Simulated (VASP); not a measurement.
Here is a VASP 6.6.1 calculation.

INCAR

```
PREC     = Accurate       # precision mode
ENCUT    = 520            # plane-wave cutoff, eV
EDIFF    = 1E-7           # SCF threshold, eV
ISMEAR   = -1             # smearing method
SIGMA    = 0.1            # smearing width, eV
LREAL    = F              # projectors in reciprocal space
LASPH    = T              # aspherical terms in the spheres
NELM     = 80             # most SCF steps
ALGO     = Normal         # electronic algorithm
ISIF     = 2              # what is computed and relaxed
LWAVE    = F              # write WAVECAR
LCHARG   = F              # write CHGCAR
GGA      = PS             # functional
NBANDS   = 10             # bands
```

KPOINTS

```
regular mesh
0
Gamma
  34 34 7
```

File POSCAR:

```
B
1.0
    1.7098405110      0.0000000000      0.0000000000
   -0.8549202555      1.4807653189      0.0000000000
    0.0000000000      0.0000000000      7.1685426072
B
2
Direct
    0.3333333333      0.6666666667      0.2500000000
    0.6666666667      0.3333333333      0.7500000000
```

Potentials or basis: VASP PAW PBE potentials, release 64 (B).

Launch:

```console
$ cat potpaw_PBE.64/B/POTCAR > POTCAR
$ mpirun -np 1 vasp_std > vasp.out
```

Q: What does it give for the band gap on the k mesh?

A: Zero (band 3 reaches 8.61 eV, above the bottom of band 4 at -2.23 eV).

Q: Predict the pressure.

A: -0.5 GPa.

Stress tensor (GPa, compression positive):
```
-0.44  0.00  0.00
 0.00 -0.44  0.00
 0.00  0.00 -0.69
```

Caveat: the PAW data sets were made with another functional, which shifts forces and pressure a little; this functional lacks dispersion, which binds the layers, so the pressure and a relaxed spacing across them are unreliable.
